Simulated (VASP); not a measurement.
# Be (P6_3/mmc) in VASP: a series of runs, part 2 of 2

VASP 6.6.1.

**3. Relaxation of cell and atoms, LDA**

This run uses another cell than the first one, of 7.43 Å³/atom.

File INCAR:

```
SYSTEM = Be
ALGO = Normal
EDIFF = 1E-6
EDIFFG = -0.005
ENCUT = 600
IBRION = 2
ISIF = 3
ISMEAR = 0
LASPH = .True.
LCHARG = .False.
LREAL = .False.
LWAVE = .False.
NELM = 60
NSW = 70
PREC = Accurate
SIGMA = 0.1
```

File KPOINTS:

```
k-points
0
Gamma
  21 21 12
  0 0 0
```

File POSCAR:

```
Be
1.0
    2.2142215395      0.0000000000      0.0000000000
   -1.1071107697      1.9175721028      0.0000000000
    0.0000000000      0.0000000000      3.5000027202
Be
2
Direct
    0.3333333333      0.6666666667      0.2500000000
    0.6666666667      0.3333333333      0.7500000000
```

Potentials or basis: VASP PAW LDA potentials, release 64 (Be).

On the command line:

```console
$ cat potpaw_LDA.64/Be/POTCAR > POTCAR
$ mpirun -np 1 vasp_std > vasp.out
```

OUTCAR:

```text
SYSTEM = Be
   EDIFF = 1E-6
   EDIFFG = -0.005
   ENCUT = 600
   IBRION = 2
   ISIF = 3
   ISMEAR = 0
   LASPH = .True.
   LREAL = .False.
   NELM = 60
   NSW = 70
   PREC = Accurate

 ion  position               nearest neighbor table
   1  0.333  0.667  0.250-   2 2.17   2 2.17   2 2.17   2 2.17   2 2.17   2 2.17
   2  0.667  0.333  0.750-   1 2.17   1 2.17   1 2.17   1 2.17   1 2.17   1 2.17

  LATTYP: Found a hexagonal cell.
 ALAT       =     2.2142215395
 C/A-ratio  =     1.5806922016

  Lattice vectors:

 A1 = (   2.2142215395,   0.0000000000,   0.0000000000)
 A2 = (  -1.1071107697,   1.9175721028,   0.0000000000)
 A3 = (   0.0000000000,   0.0000000000,   3.5000027202)

Analysis of symmetry for initial positions (statically):
=====================================================================
 Subroutine PRICEL returns:
 Original cell was already a primitive cell.

 Routine SETGRP: Setting up the symmetry group for a
 hexagonal supercell.

 Subroutine GETGRP returns: Found 24 space group operations
 (whereof 12 operations were pure point group operations)
 out of a pool of 24 trial point group operations.

The static configuration has the point symmetry D_3d.
 The point group associated with its full space group is D_6h.

Analysis of symmetry for dynamics (positions and initial velocities):
=====================================================================
 Subroutine PRICEL returns:
 Original cell was already a primitive cell.

 Routine SETGRP: Setting up the symmetry group for a
 hexagonal supercell.

 Subroutine GETGRP returns: Found 24 space group operations
 (whereof 12 operations were pure point group operations)
 out of a pool of 24 trial point group operations.

The dynamic configuration has the point symmetry D_3d.
 The point group associated with its full space group is D_6h.

 Subroutine INISYM returns: Found 24 space group operations
 (whereof 12 operations are pure point group operations),
 and found     1 'primitive' translations

----------------------------------------------------------------------------------------

                                     Primitive cell

  volume of cell :      14.8608

  direct lattice vectors                    reciprocal lattice vectors
     2.214221540  0.000000000  0.000000000     0.451625992  0.260746388  0.000000000
    -1.107110770  1.917572103  0.000000000     0.000000000  0.521492776  0.000000000
     0.000000000  0.000000000  3.500002720     0.000000000  0.000000000  0.285714064

  length of vectors
     2.214221540  2.214221539  3.500002720     0.521492776  0.521492776  0.285714064

  position of ions in fractional coordinates (direct lattice)
     0.333333333  0.666666667  0.250000000
     0.666666667  0.333333333  0.750000000

  ion indices of the primitive-cell ions
   primitive index   ion index
                 1           1
                 2           2

----------------------------------------------------------------------------------------

 KPOINTS: k-points

Automatic generation of k-mesh.
 Grid dimensions read from file:
 generate k-points for:   21   21   12

[... 46 lines left out ...]
   number of dos      NEDOS =    301   number of ions     NIONS =      2
   total plane-waves  NPLWV =   9072
   dimension x,y,z NGX =    18 NGY =   18 NGZ =   28
   dimension x,y,z NGXF=    36 NGYF=   36 NGZF=   56
   ions per type =               2
   NGX,Y,Z   is equivalent  to a cutoff of  13.51, 13.51, 13.30 a.u.
   NGXF,Y,Z  is equivalent  to a cutoff of  27.03, 27.03, 26.60 a.u.
 SYSTEM =  Be
   PREC   = accura    normal or accurate (medium, high low for compatibility)
   ISTART =      0    job   : 0-new  1-cont  2-samecut
   ICHARG =      2    charge: 1-file 2-atom 10-const
   ISPIN  =      1    spin polarized calculation?
   LNONCOLLINEAR =      F non collinear calculations
   LSORBIT =      F    spin-orbit coupling
   LASPH  =      T    aspherical Exc in radial PAW
   ENCUT  =  600.0 eV  44.10 Ry    6.64 a.u.   4.42  4.42  6.99*2*pi/ulx,y,z
   NELM   =     60;   NELMIN=  2; NELMDL= -5     # of ELM steps
   EDIFF  = 0.1E-05   stopping-criterion for ELM
   LREAL  =      F    real-space projection
   EDIFFG = -.5E-02   stopping-criterion for IOM
   NSW    =     70    number of steps for IOM
   IBRION =      2    ionic relax: 0-MD 1-quasi-New 2-CG
   NFREE  =      1    steps in history (QN), initial steepest desc. (CG)
   ISIF   =      3    stress and relaxation
   ISYM   =      2    0-nonsym 1-usesym 2-fastsym
   POTIM  = 0.5000    time-step for ionic-motion
   TEBEG  =    0.0;   TEEND  =   0.0 temperature during run
   PSTRESS=    0.0 pullay stress
   NELECT =       4.0000    total number of electrons
   NUPDOWN=      -1.0000    fix difference up-down
   EMIN   =  10.00;   EMAX   =-10.00  energy-range for DOS
   EFERMI =   0.00;   METHOD = LEGACY
   ISMEAR =     0;   SIGMA  =   0.10  broadening in eV -4-tet -1-fermi 0-gaus
   EFERMI_NEDOS =   21; number of points for ismear=-14 and -15
   IALGO  =     38    algorithm
   IMIX   =      4    mixing-type and parameters
     AMIX     =   0.40;   BMIX     =  1.00
     AMIX_MAG =   1.60;   BMIX_MAG =  1.00
  volume/ion in A,a.u.               =       7.43        50.14
  Fermi-wavevector in a.u.,A,eV,Ry     =   1.057015  1.997469 15.201524  1.117280
  Thomas-Fermi vector in A             =   2.192272
   LORBIT       =      0    0 simple, 1 ext, 2 COOP (PROOUT), +10 PAW based schemes
   GGA     = CA    functional components
   LHFCALC =     F    Hartree Fock is set to
   AEXX    =    0.0000 exact exchange contribution
   IVDW    =     0    specifies the selected vdW correction
   LEPSILON=     F    determine dielectric tensor
   LRPA    =     F    only Hartree local field effects (RPA)
 conjugate gradient relaxation of ions
 non-spin polarized calculation
 Gauss-broadening in eV      SIGMA  =   0.10
  energy-cutoff  :      600.00
  volume of cell :       14.86
 maximum number of plane-waves:       515
 NGX is ok and might be reduce to    18
   NGX =  9   NGY =  9   NGZ = 13

--------------------------------------- Ionic step        1  -------------------------------------------

 number of electron       4.0000000 magnetization

 Free energy of the ion-electron system (eV)
  ---------------------------------------------------
  ext. energy  EPLUGINS =         0.00000000
  ---------------------------------------------------
  free energy    TOTEN  =        -8.41436071 eV

  energy without entropy =       -8.41300215  energy(sigma->0) =       -8.41368143

------------------------ aborting loop because EDIFF is reached ----------------------------------------

  FORCE on cell =-STRESS in cart. coord.  units (eV):
  Direction    XX          YY          ZZ          XY          YZ          ZX
  --------------------------------------------------------------------------------------
  -------------------------------------------------------------------------------------
  Total        0.2387847      0.2387847      0.2362129      0.0000000     -0.0000000      0.0000000
  in kB       25.7439917     25.7439916     25.4667204      0.0000000     -0.0000000      0.0000000
  external PRESSURE =      25.6515679 kB  Pullay stress =       0.0000000 kB
[... 131 lines left out ...]
--------------------------------------- Ionic step        5  -------------------------------------------

 number of electron       4.0000000 magnetization

 Free energy of the ion-electron system (eV)
  ---------------------------------------------------
  ext. energy  EPLUGINS =         0.00000000
  ---------------------------------------------------
  free energy    TOTEN  =        -8.41661086 eV

  energy without entropy =       -8.41521351  energy(sigma->0) =       -8.41591218

 E-fermi :   7.1644     XC(G=0): -10.7651

 val. band max:        7.1522388489   @ k =   0.3333   0.0476   0.0000
 cond. band min:       7.2002038399   @ k =   0.3333   0.2857   0.0833
 fundamental gap:      0.0479649910
 Fermi energy:         7.1644499399

 k-point     1 :       0.0000    0.0000    0.0000
  band No.  band energies     occupation
      1      -4.3090      2.00000
      2       2.5007      2.00000
      3       8.4545      0.00000
      4      23.4710      0.00000
      5      23.4710      0.00000
      6      26.3749      0.00000
[... 199 lines left out ...]
 k-point    24 :       0.1905    0.0952    0.0000
  band No.  band energies     occupation
      1      -2.4783      2.00000
      2       4.9509      2.00000
      3       8.6165      0.00000
      4      15.6428      0.00000
      5      17.9819      0.00000
      6      23.7580      0.00000

 [... further k-points ...]

------------------------ aborting loop because EDIFF is reached ----------------------------------------

  FORCE on cell =-STRESS in cart. coord.  units (eV):
  Direction    XX          YY          ZZ          XY          YZ          ZX
  --------------------------------------------------------------------------------------
  -------------------------------------------------------------------------------------
  Total        0.0057181      0.0057181      0.0018712      0.0000000     -0.0000000      0.0000000
  in kB        0.6051060      0.6051060      0.1980119      0.0000000     -0.0000000      0.0000000
  external PRESSURE =       0.4694080 kB  Pullay stress =       0.0000000 kB
[... 17 lines left out ...]
  FREE ENERGIE OF THE ION-ELECTRON SYSTEM (eV)
  ---------------------------------------------------
  free  energy   TOTEN  =        -8.4166108618 eV

  energy  without entropy=       -8.4152135070  energy(sigma->0) =       -8.41591218

 reached required accuracy - stopping structural energy minimisation
```

OSZICAR:

```text
N       E                     dE             d eps       ncg     rms          rms(c)
DAV:   1    -0.314880145826E+01   -0.31488E+01   -0.19910E+03  4056   0.620E+02
DAV:   2    -0.844917119268E+01   -0.53004E+01   -0.50071E+01  6078   0.600E+01
DAV:   3    -0.847468475124E+01   -0.25514E-01   -0.25277E-01  5142   0.452E+00
[... 20 lines left out ...]
DAV:   2    -0.841660276117E+01    0.31935E-07   -0.51935E-09  2040   0.867E-04
   4 F= -.84166028E+01 E0= -.84159061E+01  d E =-.224205E-02
       N       E                     dE             d eps       ncg     rms          rms(c)
DAV:   1    -0.841661095724E+01   -0.81641E-05   -0.83225E-05  5130   0.613E-02    0.355E-03
DAV:   2    -0.841661086177E+01    0.95470E-07   -0.35264E-07  4218   0.534E-03
   5 F= -.84166109E+01 E0= -.84159122E+01  d E =-.810060E-05
```

CONTCAR:

```text
Be
   1.00000000000000
     2.2285974203504426    0.0000000000003753    0.0000000000000000
    -1.1142987101245716    1.9300219808178074    0.0000000000000000
     0.0000000000000000   -0.0000000000000000    3.5199704242883065
  Be
     2
Direct
     0.3333333332999970    0.6666666667000030    0.2500000000000000
     0.6666666667000030    0.3333333332999970    0.7500000000000000

  0.00000000E+00  0.00000000E+00  0.00000000E+00
  0.00000000E+00  0.00000000E+00  0.00000000E+00
```

It took 32 s on 1 thread of Intel Xeon Platinum 8375C at 2.90GHz (Ice Lake), shared host; peak memory 0.14 GiB.

What came out:

- Free energy: -8.4166 eV
- Relaxed volume: 7.57 Å³/atom
- Relaxed cell: a = 2.229 Å, b = 2.229 Å, c = 3.520 Å, α = 90.00°, β = 90.00°, γ = 120.00°
- Space group after relaxing (to 0.1 Å): P6_3/mmc (No. 194)
- Energy gained by relaxing: 1.1 meV/atom
- Ionic steps: 5
- Pressure after relaxing: 0.0 GPa
- Band gap on the k mesh: zero (bands 2 and 3 overlap by 2.11 eV)

Step by step:
```tsv
step	energy change (eV)	largest force (eV/Å)	pressure (GPa)	volume (Å³)
1	0.0000	0.0000	2.57	14.86
2	-0.0022	0.0000	0.23	15.12
3	-0.0022	0.0000	0.00	15.15
4	-0.0022	0.0000	0.05	15.14
5	-0.0023	0.0000	0.05	15.14
```

Final structure:
```
Be
1.0
     2.22860    0.00000    0.00000
    -1.11430    1.93002    0.00000
     0.00000    0.00000    3.51997
Be
2
Direct
  0.33333 0.66667 0.25000
  0.66667 0.33333 0.75000
```

The gap in the log of VASP goes by the Fermi energy; the results here count the filled bands.